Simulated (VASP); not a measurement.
A run of VASP 6.6.1:

Contents of INCAR:

```
SYSTEM = TaN
PREC = Accurate
ENCUT = 520
EDIFF = 1E-6
ISMEAR = -1
SIGMA = 0.05
LREAL = .False.
LASPH = .True.
NELM = 80
ALGO = Normal
ISIF = 2
LWAVE = .False.
LCHARG = .False.
GGA = PS
NBANDS = 15
```

KPOINTS

```
regular mesh
0
Gamma
  9 9 8
  0 0 0
```

File POSCAR:

```
TaN
1.0
    2.9673800000      0.0000000000      0.0000000000
   -1.4836900000      2.5698264627      0.0000000000
    0.0000000000      0.0000000000      2.8830000000
Ta N
1 1
Direct
    0.0000000000      0.0000000000      0.5000000000
    0.6666666667      0.3333333333      0.0000000000
```

Potentials or basis: VASP PAW PBE potentials, release 64 (Ta_pv, N).

The run is started by

```console
$ cat potpaw_PBE.64/Ta_pv/POTCAR potpaw_PBE.64/N/POTCAR > POTCAR
$ mpirun -np 1 vasp_std > vasp.out
```

Hardware: 1 thread of Intel(R) Xeon(R) Platinum 8488C (Sapphire Rapids), on a shared host.

Task: Estimate the wall time of this run.

Result: Wall time 8.3 s on 1 thread of Intel(R) Xeon(R) Platinum 8488C (Sapphire Rapids) (shared host), peak memory 0.15 GiB. Counts: scf iterations 12, k points 60.
